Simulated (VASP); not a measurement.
# MgH2 (Fm-3m) in VASP: settings compared, part 2 of 2

VASP 6.6.1. Earlier steps stand in the parts before.

### Step 3. Single point, PBE+D3(BJ)

This run uses another cell than the first one, of 8.56 Å³/atom.

INCAR

```
SYSTEM = MgH2
  PREC = Accurate
  ENCUT = 600
  EDIFF = 1E-6
  ISMEAR = 0
  SIGMA = 0.1
  LREAL = .False.
  LASPH = .True.
  NELM = 120
  ALGO = Normal
  ISIF = 2
  LWAVE = .False.
  LCHARG = .False.
  GGA = PE
  IVDW = 12
  NBANDS = 9
  GGA_COMPAT = .False.
```

KPOINTS

```
regular mesh
0
Gamma
  12 12 12
  0 0 0
```

POSCAR

```
MgH2
1.0
    0.0000000000      2.3416407073      2.3416407073
    2.3416407073      0.0000000000      2.3416407073
    2.3416407073      2.3416407073      0.0000000000
Mg H
1 2
Direct
    0.0000000000      0.0000000000      0.0000000000
    0.2500000000      0.2500000000      0.2500000000
    0.7500000000      0.7500000000      0.7500000000
```

Potentials or basis: VASP PAW PBE potentials, release 64 (Mg, H).

Launch:

```console
cat potpaw_PBE.64/Mg/POTCAR potpaw_PBE.64/H/POTCAR > POTCAR
mpirun -np 1 vasp_std > vasp.out
```

OUTCAR:

```text
SYSTEM = MgH2
   PREC = Accurate
   ENCUT = 600
   EDIFF = 1E-6
   ISMEAR = 0
   LREAL = .False.
   LASPH = .True.
   NELM = 120
   ISIF = 2
   GGA = PE
   IVDW = 12
 IVDW          = 12

 ion  position               nearest neighbor table
   1  0.000  0.000  0.000-   3 2.03   3 2.03   3 2.03   2 2.03   3 2.03   2 2.03   2 2.03   2 2.03

   2  0.250  0.250  0.250-   1 2.03   1 2.03   1 2.03   1 2.03
   3  0.750  0.750  0.750-   1 2.03   1 2.03   1 2.03   1 2.03

  LATTYP: Found a face centered cubic cell.
 ALAT       =     4.6832814146

  Lattice vectors:

 A1 = (   0.0000000000,   2.3416407073,   2.3416407073)
 A2 = (   2.3416407073,   0.0000000000,   2.3416407073)
 A3 = (   2.3416407073,   2.3416407073,   0.0000000000)

Analysis of symmetry for initial positions (statically):
=====================================================================
 Subroutine PRICEL returns:
 Original cell was already a primitive cell.

 Routine SETGRP: Setting up the symmetry group for a
 face centered cubic supercell.

 Subroutine GETGRP returns: Found 48 space group operations
 (whereof 48 operations were pure point group operations)
 out of a pool of 48 trial point group operations.

[... 176 lines left out ...]
      4      12.7647      0.00000
      5      12.7647      0.00000
      6      15.6114      0.00000
      7      15.6114      0.00000
      8      15.6114      0.00000
      9      16.3392      0.00000
[... 265 lines left out ...]
 k-point    24 :      -0.4167    0.1667    0.0000
  band No.  band energies     occupation
      1      -2.6759      2.00000
      2      -1.8610      2.00000
      3       6.9135      0.00000
      4       9.1762      0.00000
      5      10.5547      0.00000
      6      13.9368      0.00000
      7      15.4955      0.00000
      8      17.6907      0.00000
      9      20.8386      0.00000

 [... further k-points ...]

------------------------ aborting loop because EDIFF is reached ----------------------------------------

 Edisp (eV)   -0.48289

 E8    (eV) :    -0.1767

  FORCE on cell =-STRESS in cart. coord.  units (eV):
  Direction    XX          YY          ZZ          XY          YZ          ZX
  --------------------------------------------------------------------------------------
  -------------------------------------------------------------------------------------
  Total      -0.05813    -0.05813    -0.05813     0.00000    -0.00000     0.00000
  in kB      -3.62697    -3.62697    -3.62697     0.00000    -0.00000     0.00000
  external pressure =       -3.63 kB  Pullay stress =        0.00 kB

 VOLUME and BASIS-vectors are now :
 -----------------------------------------------------------------------------
  energy-cutoff  :      600.00
  volume of cell :       25.68
      direct lattice vectors                 reciprocal lattice vectors
     0.000000000  2.341640707  2.341640707    -0.213525499  0.213525499  0.213525499
     2.341640707  0.000000000  2.341640707     0.213525499 -0.213525499  0.213525499
     2.341640707  2.341640707  0.000000000     0.213525499  0.213525499 -0.213525499

 POSITION                                       TOTAL-FORCE (eV/Angst)
 -----------------------------------------------------------------------------------
      0.00000      0.00000      0.00000        -0.000000     -0.000000      0.000000
      1.17082      1.17082      1.17082         0.000000     -0.000000      0.000000
      3.51246      3.51246      3.51246        -0.000000      0.000000     -0.000000
 -----------------------------------------------------------------------------------
    total drift:                                0.000000      0.000000      0.000000

  FREE ENERGIE OF THE ION-ELECTRON SYSTEM (eV)
  ---------------------------------------------------
  free  energy   TOTEN  =        -8.9722011742 eV

  energy  without entropy=       -8.9704090512  energy(sigma->0) =       -8.97130511
```

OSZICAR:

```text
N       E                     dE             d eps       ncg     rms          rms(c)
DAV:   1    -0.229618417460E+01   -0.22962E+01   -0.18943E+03  1312   0.381E+02
DAV:   2    -0.900977383449E+01   -0.67136E+01   -0.61827E+01  1734   0.469E+01
DAV:   3    -0.915834766711E+01   -0.14857E+00   -0.14842E+00  1670   0.699E+00
DAV:   4    -0.915854991850E+01   -0.20225E-03   -0.20225E-03  1687   0.244E-01
DAV:   5    -0.915855058258E+01   -0.66408E-06   -0.66417E-06  1675   0.113E-02    0.475E+00
DAV:   6    -0.865958797039E+01    0.49896E+00   -0.33216E-01  1363   0.227E+00    0.241E+00
DAV:   7    -0.848653856757E+01    0.17305E+00   -0.44516E-01  1428   0.287E+00    0.401E-01
DAV:   8    -0.849059381538E+01   -0.40552E-02   -0.11488E-02  1421   0.461E-01    0.226E-01
DAV:   9    -0.848929693312E+01    0.12969E-02   -0.26965E-03  1472   0.209E-01    0.168E-02
DAV:  10    -0.848930702659E+01   -0.10093E-04   -0.57257E-05  1482   0.471E-02    0.133E-02
DAV:  11    -0.848931332860E+01   -0.63020E-05   -0.11711E-05  1543   0.175E-02    0.271E-03
DAV:  12    -0.848931332460E+01    0.40018E-08   -0.82470E-08  1032   0.197E-03
   1 F= -.89722012E+01 E0= -.89713051E+01  d E =-.179212E-02
```

Wall time 13 s (1 thread of AMD EPYC 9R45 (Zen 5), shared host); peak memory 0.15 GiB.

Results:

- Free energy: -8.9722 eV
- Pressure: -0.4 GPa
- Band gap on the k mesh: zero (bands 2 and 3 overlap by 1.39 eV)
- Dispersion energy per atom: -0.161 eV

### Step 4. Relaxation of cell and atoms, PBE+D3(BJ)

This run uses another cell than the first one, of 8.93 Å³/atom.

INCAR

```
SYSTEM = MgH2
ALGO = Normal
EDIFF = 1E-7
EDIFFG = -0.025
ENCUT = 600
GGA = PE
GGA_COMPAT = .FALSE.
IBRION = 2
ISIF = 3
ISMEAR = 0
IVDW = 12
LASPH = .TRUE.
LCHARG = .FALSE.
LREAL = .FALSE.
LWAVE = .FALSE.
NELM = 120
NELMIN = 4
NSW = 90
PREC = Accurate
SIGMA = 0.1
```

KPOINTS

```
k-points
0
G
  12 12 12
  0 0 0
```

POSCAR

```
MgH2
1.0
    0.0000000000      2.3745729316      2.3745729316
    2.3745729316      0.0000000000      2.3745729316
    2.3745729316      2.3745729316      0.0000000000
Mg H
1 2
Direct
    0.0000000000      0.0000000000      0.0000000000
    0.2500000000      0.2500000000      0.2500000000
    0.7500000000      0.7500000000      0.7500000000
```

Launch:

```console
cat potpaw_PBE.64/Mg/POTCAR potpaw_PBE.64/H/POTCAR > POTCAR
mpirun -np 1 vasp_std > vasp.out
```

It took 18 s on 1 thread of AMD EPYC 9R45 (Zen 5), shared host; peak memory 0.15 GiB.

The run converged. Its results:

```yaml
Free_energy: -8.9726 eV
Relaxed_volume: 8.53 Å³/atom
Relaxed_cell: a = 3.307 Å, b = 3.307 Å, c = 3.307 Å, α = 60.00°, β = 60.00°, γ = 60.00°
Space_group_after_relaxing_to_0.1_Å: Fm-3m (No. 225)
Energy_gained_by_relaxing: 3.7 meV/atom
Ionic_steps: 3
Pressure_after_relaxing: -0.1 GPa
Band_gap_on_the_k_mesh: zero (bands 2 and 3 overlap by 1.40 eV)
Dispersion_energy_per_atom: -0.162 eV
```

The path:
| step | energy change (eV) | largest force (eV/Å) | pressure (GPa) | volume (Å³) |
| --- | --- | --- | --- | --- |
| 1 | 0.0000 | 0.0000 | -2.79 | 26.78 |
| 2 | -0.0081 | 0.0000 | -1.52 | 26.18 |
| 3 | -0.0112 | 0.0000 | -0.12 | 25.58 |

Final structure:
```xyz
3
Lattice="0.0000 2.3387 2.3387 2.3387 0.0000 2.3387 2.3387 2.3387 0.0000" Properties=species:S:1:pos:R:3 pbc="T T T"
Mg    0.0000    0.0000    0.0000
H     1.1694    1.1694    1.1694
H     3.5081    3.5081    3.5081
```

Levels at points of the mesh, in eV from the Fermi level:
```csv
k point,band 1,band 2,band 3,band 4,band 5
"(0.00, 0.00, 0.00)",-10.31,1.01,9.53,9.53,9.53
"(0.50, 0.00, 0.00)",-5.90,-5.82,6.96,7.70,9.20
"(0.50, 0.50, 0.00)",-5.91,-2.43,-0.40,4.86,4.86
```

### Step 5. The runs side by side

```tsv
task	level	cell	k mesh	gap on the mesh (eV)	pressure (GPa)	relaxed volume (Å³/atom)
relaxation of cell and atoms	PBE	relaxed from a = 3.200 Å, angles 60.0°, 3 atoms	8 × 8 × 8	none	-0.1	8.92
single point	PBE+D3(BJ)	a = 3.312 Å, angles 60.0°, 3 atoms	12 × 12 × 12	none	-0.4	-
relaxation of cell and atoms	PBE+D3(BJ)	relaxed from a = 3.358 Å, angles 60.0°, 3 atoms	12 × 12 × 12	none	-0.1	8.53
```

Alike in all rows: potentials or basis VASP PAW PBE potentials, release 64 (Mg, H); no spin polarisation; cutoff (eV) 600; smearing gaussian 0.1 eV.

Caveats: the volume moved by over 15 % at a fixed basis, so the end points are rough (at least some runs).

Absolute energies hang on the potentials; compare differences alone.
